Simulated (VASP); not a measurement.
# Tl3Cu: single point with PBEsol

The system is Tl3Cu.

```
Tl Cu
1.0
     4.71700    0.00000    0.00000
     0.00000    4.71700    0.00000
     0.00000    0.00000    4.71700
Tl Cu
3 1
Direct
  0.00000 0.50000 0.50000
  0.50000 0.00000 0.50000
  0.50000 0.50000 0.00000
  0.00000 0.00000 0.00000
```

* Program: VASP 6.6.1
* Task: single point
* Functional: PBEsol
* Potentials or basis: VASP PAW PBE potentials, release 64 (Tl_d, Cu)
* Cutoff: 520 eV
* k mesh: 5 × 5 × 5
* Occupations: gaussian, width 0.1 eV
* Spin: no spin polarisation
* Dipole correction: no
* Further INCAR settings: ALGO = Normal; EDIFF = 1e-07; NBANDS = 33

```yaml
Pressure: -3.3 GPa
Band_gap_on_the_k_mesh: zero (bands 25 and 26 overlap by 2.36 eV)
```

Levels at points of the mesh, in eV from the Fermi level:
| k point | band 22 | band 23 | band 24 | band 25 | band 26 | band 27 | band 28 | band 29 |
| --- | --- | --- | --- | --- | --- | --- | --- | --- |
| (0.00, 0.00, 0.00) | -1.80 | -1.80 | -1.46 | -1.46 | -1.46 | 0.51 | 4.70 | 4.70 |

Wall time 20 s on 1 thread of Intel(R) Xeon(R) 6975P-C (Granite Rapids), on a shared host, peak memory 0.2 GiB.

Caveat: the cell stands under tension; the PAW data sets were made with another functional, which shifts forces and pressure a little; spin-orbit coupling is left out, which moves the levels of the heavy elements.
